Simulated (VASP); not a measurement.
Set up this calculation in VASP 6.6.1, as the native input.

```
Task                   : single point
Functional             : PBE
Potentials or basis    : VASP PAW PBE potentials, release 64 (Pt)
Cutoff                 : 520 eV
k mesh                 : 1 × 1 × 19
Occupations            : gaussian, width 0.05 eV
Spin                   : no spin polarisation
Dipole correction      : no
Further INCAR settings : ALGO = Normal; EDIFF = 1e-07; NBANDS = 33
```

The structure of Pt lies in POSCAR:

```
Pt
1.0
   13.2000000000      0.0000000000      0.0000000000
    0.0000000000     13.3000000000      0.0000000000
    0.0000000000      0.0000000000      2.6156003620
Pt
5
Direct
    0.5483319963      0.6320540658      0.0000000000
    0.5548888992      0.3709577759      0.0000000000
    0.4247960323      0.4890366796      0.5000000000
    0.6715049636      0.5075582544      0.5000000000
    0.3536465651      0.6496456288      0.0000000000
```

These files were run (other wordings do the same):

INCAR

```
  PREC = Accurate
  ENCUT = 520
  EDIFF = 1E-7
  ISMEAR = 0
  SIGMA = 0.05
  LREAL = F
  LASPH = T
  NELM = 100
  ALGO = Normal
  ISIF = 2
  LWAVE = F
  LCHARG = T
  GGA = PE
  LELF = T
  LVHAR = T
  NBANDS = 33
```

KPOINTS

```
regular mesh
0
Gamma
  1 1 19
```

Potentials or basis: VASP PAW PBE potentials, release 64 (Pt).

Command:

```console
$ cat potpaw_PBE.64/Pt/POTCAR > POTCAR
$ mpirun -np 1 vasp_std > vasp.out
```

Results of the run:

```yaml
Largest_force: 0.046 eV/Å
Band_gap_on_the_k_mesh: zero (band 25 reaches -2.09 eV, above the bottom of band 26 at -2.83 eV)
```

Caveat: spin-orbit coupling is left out, which moves the levels of the heavy elements.

It took 4.1 min on 1 thread of Intel(R) Xeon(R) Platinum 8259CL CPU @ 2.50GHz (Skylake/Cascade Lake), on a shared host, peak memory 0.5 GiB.
